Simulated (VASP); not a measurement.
Input of a VASP 6.6.1 run:

INCAR

```
SYSTEM = Mn
ALGO     = Normal         ! electronic algorithm
EDIFF    = 1E-6           ! SCF threshold, eV
ENCUT    = 520            ! plane-wave cutoff, eV
GGA      = PE             ! functional
ISIF     = 2              ! what is computed and relaxed
ISMEAR   = -1             ! smearing method
ISPIN    = 2              ! spin polarisation
LASPH    = .True.         ! aspherical terms in the spheres
LCHARG   = .False.        ! write CHGCAR
LMAXMIX  = 4              ! l up to which the mixer works
LORBIT   = 11             ! projections on sites
LREAL    = .False.        ! projectors in reciprocal space
LWAVE    = .False.        ! write WAVECAR
MAGMOM   = 0.5 0.5 -0.5 -0.5 ! initial moments
NBANDS   = 38             ! bands
NELM     = 150            ! most SCF steps
PREC     = Accurate       ! precision mode
SIGMA    = 0.025          ! smearing width, eV
```

KPOINTS

```
k-points
0
Gamma
  14 14 4
  0 0 0
```

POSCAR

```
Mn
1.0
    2.4836457705      0.0000000000      0.0000000000
    1.2418228853      2.1509003313      0.0000000000
    0.0000000000      0.0000000000      8.0523900000
Mn
4
Direct
    0.3333333333      0.3333333333      0.3750000000
    0.3333333333      0.3333333333      0.8750000000
    0.6666666667      0.6666666667      0.1250000000
    0.6666666667      0.6666666667      0.6250000000
```

Potentials or basis: VASP PAW PBE potentials, release 64 (Mn_pv).

Launch:

```bash
$ cat potpaw_PBE.64/Mn_pv/POTCAR > POTCAR
$ mpirun -np 1 vasp_std > vasp.out
```

(1) Estimate the band gap on the k mesh.

(2) Estimate the pressure.

(3) Estimate the net moment.

Results:

(1) zero (filled and empty bands overlap).

(2) -1.5 GPa.

(3) 0.00 μB per cell.
